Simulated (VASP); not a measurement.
Wanted: the native input for a VASP 6.6.1 run.

| Property | Result |
| --- | --- |
| Task | single point |
| Functional | PBE |
| Potentials or basis | VASP PAW PBE potentials, release 64 (In_d) |
| Cutoff | 520 eV |
| k mesh | 17 × 17 × 17 |
| Occupations | fermi-dirac, width 0.03 eV |
| Spin | no spin polarisation |
| Dipole correction | no |
| Further INCAR settings | ALGO = Normal; EDIFF = 1e-06; NBANDS = 12 |

The structure of In lies in POSCAR:

```
In
1.0
   -1.7059308214      1.7059308214      2.3125872213
    1.7059308214     -1.7059308214      2.3125872213
    1.7059308214      1.7059308214     -2.3125872213
In
1
Direct
    0.0000000000      0.0000000000      0.0000000000
```

This cell differs from its parent crystal: volume scaled by 1.02.

The input as run:

INCAR

```
SYSTEM = In
PREC = Accurate
ENCUT = 520
EDIFF = 1E-6
ISMEAR = -1
SIGMA = 0.03
LREAL = .FALSE.
LASPH = .TRUE.
NELM = 100
ALGO = Normal
ISIF = 2
LWAVE = .FALSE.
LCHARG = .FALSE.
GGA = PE
NBANDS = 12
```

KPOINTS

```
regular mesh
0
G
  17 17 17
  0 0 0
```

Potentials or basis: VASP PAW PBE potentials, release 64 (In_d).

Launch:

```console
$ cat potpaw_PBE.64/In_d/POTCAR > POTCAR
$ mpirun -np 1 vasp_std > vasp.out
```

Results of the run:

| Quantity | Value |
| --- | --- |
| Pressure | 0.7 GPa |

Run time: 2.5 min on 1 thread of AMD EPYC 7R43 64-Core Processor (Zen 3) (shared host), peak memory 0.22 GiB.
